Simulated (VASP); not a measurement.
Input of a VASP 6.6.1 run:

INCAR

```
ALGO     = Normal         # electronic algorithm
EDIFF    = 1E-7           # SCF threshold, eV
EDIFFG   = -0.04          # ionic threshold
ENCUT    = 600            # plane-wave cutoff, eV
GGA      = PE             # functional
GGA_COMPAT= F            
IBRION   = 2              # ionic algorithm
ISIF     = 3              # what is computed and relaxed
ISMEAR   = 0              # smearing method
LASPH    = T              # aspherical terms in the spheres
LCHARG   = F              # write CHGCAR
LREAL    = F              # projectors in reciprocal space
LWAVE    = F              # write WAVECAR
NELM     = 120            # most SCF steps
NELMIN   = 4            
NSW      = 90             # ionic steps
PREC     = Accurate       # precision mode
SIGMA    = 0.1            # smearing width, eV
```

File KPOINTS:

```
k-points
0
Gamma
  6 6 2
```

The input POSCAR:

```
MgB
1.0
    2.9404939200      0.0000000000      0.0000000000
   -1.4702469600      2.5465424300      0.0000000000
    0.0000000000      0.0000000000      8.1291988400
Mg B
2 2
Direct
    0.3333333300      0.6666666700      0.6685959000
    0.6666666700      0.3333333300      0.3314041000
    0.6666666700      0.3333333300      0.9005270000
    0.3333333300      0.6666666700      0.0994730000
```

Potentials or basis: VASP PAW PBE potentials, release 64 (Mg, B).

Run with:

```sh
$ cat potpaw_PBE.64/Mg/POTCAR potpaw_PBE.64/B/POTCAR > POTCAR
$ mpirun -np 1 vasp_std > vasp.out
```

Problem. Predict the band gap on the k mesh.

Solution. Zero (band 5 reaches 4.87 eV, above the bottom of band 6 at 3.14 eV).

Problem. Estimate the relaxed volume.

Solution. 13.80 Å³/atom.

Problem. Predict the space group after relaxing (to 0.05 Å).

Solution. P-3m1 (No. 164).

Problem. Predict the relaxed cell.

Solution. a = 3.047 Å, b = 3.047 Å, c = 6.866 Å, α = 90.00°, β = 90.00°, γ = 120.00°.

Final structure:
```xyz
4
Lattice="3.0473 0.0000 0.0000 -1.5236 2.6390 0.0000 0.0000 0.0000 6.8661" Properties=species:S:1:pos:R:3 pbc="T T T"
Mg    0.0000    1.7594    4.7656
Mg    1.5236    0.8797    2.1005
B     1.5236    0.8797    6.7089
B     0.0000    1.7594    0.1572
```

Caveat: the k points lie up to 0.46 Å⁻¹ apart in the final cell.
